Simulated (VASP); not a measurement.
Input of a VASP 6.6.1 run:

File INCAR:

```
  PREC = Accurate
  ENCUT = 520
  EDIFF = 1E-6
  ISMEAR = 0
  SIGMA = 0.1
  LREAL = F
  LASPH = T
  NELM = 80
  ALGO = Normal
  ISIF = 2
  LWAVE = F
  LCHARG = F
  GGA = PE
  IVDW = 12
  NBANDS = 15
```

The input KPOINTS:

```
regular mesh
0
Gamma
  16 16 16
```

POSCAR

```
TaN
1.0
    0.0000000000      2.1925578585      2.1925578585
    2.1925578585      0.0000000000      2.1925578585
    2.1925578585      2.1925578585      0.0000000000
Ta N
1 1
Direct
    0.5000000000      0.5000000000      0.5000000000
    0.0000000000      0.0000000000      0.0000000000
```

Potentials or basis: VASP PAW PBE potentials, release 64 (Ta_pv, N).

Launch:

```sh
$ cat potpaw_PBE.64/Ta_pv/POTCAR potpaw_PBE.64/N/POTCAR > POTCAR
$ mpirun -np 1 vasp_std > vasp.out
```

Question: What does it give for the pressure?

Answer: 0.9 GPa.

Question: Predict the dispersion energy per atom.

Answer: -0.477 eV.

Question: What does it give for the band gap on the k mesh?

Answer: Zero (band 8 reaches 11.57 eV, above the bottom of band 9 at 7.52 eV).

Caveat: spin-orbit coupling is left out, which moves the levels of the heavy elements; pairwise dispersion overbinds metals, which lowers pressure and volume.
